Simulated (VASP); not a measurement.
WC: single point with r2SCAN

Crystal: WC.

```
W C
1.0
     0.00000    2.19268    2.19268
     2.19268    0.00000    2.19268
     2.19268    2.19268    0.00000
W C
1 1
Direct
  0.99869 0.00057 0.00024
  0.52012 0.49131 0.49638
```

```yaml
Program: VASP 6.6.1
Task: single point
Functional: r2SCAN
Potentials_or_basis: VASP PAW PBE potentials, release 64 (W_sv, C)
Cutoff: 660 eV
k_mesh: 4 × 4 × 4
Occupations: fermi-dirac, width 0.1 eV
Spin: no spin polarisation
Dipole_correction: no
Further_INCAR_settings: ALGO = Normal; EDIFF = 1e-06; NBANDS = 16
```

```
Pressure               : -4.4 GPa
Largest force          : 0.603 eV/Å
Band gap on the k mesh : zero (band 9 reaches 13.51 eV, above the bottom of band 10 at 10.96 eV)
```

Forces in eV/Å, atoms in the order of the input:
```
W   -0.317  0.420  0.294
C    0.317 -0.420 -0.294
```

Stress tensor (GPa, compression positive):
```
-4.46 -0.10 -0.06
-0.10 -4.15  0.09
-0.06  0.09 -4.52
```

Levels at points of the mesh, in eV from the Fermi level:
```csv
k point,band 5,band 6,band 7,band 8,band 9,band 10,band 11,band 12,band 13,band 14
"(0.00, 0.00, 0.00)",-16.39,-2.62,-2.55,-2.52,-1.23,-1.11,-0.71,-0.35,-0.25,7.33
"(0.50, 0.00, 0.00)",-11.78,-9.84,-6.62,-6.62,1.44,1.45,2.84,5.71,9.51,9.53
"(0.00, 0.50, 0.00)",-11.77,-9.86,-6.61,-6.59,1.44,1.44,2.83,5.65,9.45,9.49
"(0.00, 0.00, 0.50)",-11.76,-9.86,-6.60,-6.59,1.44,1.44,2.83,5.64,9.43,9.50
"(0.50, 0.50, 0.50)",-11.77,-9.86,-6.61,-6.59,1.44,1.44,2.83,5.65,9.45,9.50
"(0.50, 0.50, 0.00)",-14.19,-5.58,-5.58,-2.43,-2.34,1.25,2.69,2.70,6.05,7.98
"(0.00, 0.50, 0.50)",-14.19,-5.58,-5.58,-2.43,-2.34,1.25,2.69,2.70,6.04,7.98
"(0.50, 0.00, 0.50)",-14.19,-5.58,-5.56,-2.42,-2.36,1.24,2.69,2.70,6.02,7.99
```

Wall time 38 s on 1 thread of Intel(R) Xeon(R) 6975P-C (Granite Rapids), on a shared host, peak memory 0.17 GiB.

Caveat: the k points lie up to 0.62 Å⁻¹ apart; the PAW data sets were made with another functional, which shifts forces and pressure a little; spin-orbit coupling is left out, which moves the levels of the heavy elements.
